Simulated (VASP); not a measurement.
## SiC: single point with PBEsol

Crystal: SiC.

```xyz
2
Lattice="0.0000 2.2595 2.2595 2.2595 0.0000 2.2595 2.1435 2.1435 0.1160" Properties=species:S:1:pos:R:3 pbc="T T T"
Si    0.0000    0.0000    0.0000
C     3.3022    3.3022    3.4762
```

* Program: VASP 6.6.1
* Task: single point
* Functional: PBEsol
* Potentials or basis: VASP PAW PBE potentials, release 64 (Si, C)
* Cutoff: 520 eV
* k mesh: 12 × 12 × 12
* Occupations: gaussian, width 0.05 eV
* Spin: no spin polarisation

```json
{
  "Pressure": "-3.9 GPa",
  "Largest force": "0.999 eV/Å",
  "Band gap on the k mesh": "0.94 eV, indirect (least direct gap 3.84 eV)"
}
```

Forces on the atoms (eV/Å):
```
Si  -0.577 -0.577  0.577
C    0.577  0.577 -0.577
```

Stress tensor (GPa, compression positive):
```
 -3.88  14.41 -14.41
 14.41  -3.88 -14.41
-14.41 -14.41  -3.88
```

Levels at points of the mesh, in eV from the valence-band top:
```tsv
k point	band 1	band 2	band 3	band 4	band 5	band 6	band 7	band 8	band 9
(0.00, 0.00, 0.00)	-15.43	-0.34	-0.34	0.00	5.00	6.27	6.27	8.80	14.15
(0.50, 0.00, 0.00)	-12.13	-8.69	-1.11	-1.07	5.15	6.49	7.68	9.76	15.20
(0.50, 0.50, 0.00)	-10.51	-7.93	-3.77	-2.90	0.94	4.06	12.79	13.34	14.56
(0.00, 0.00, 0.50)	-11.31	-8.48	-1.71	-1.71	3.83	6.18	6.18	9.13	15.59
```

Run time: 37 s on 1 thread of Intel Xeon 8259CL (shared host), peak memory 0.16 GiB.

Caveat: the PAW data sets were made with another functional, which shifts forces and pressure a little. A k mesh can miss the band edges.
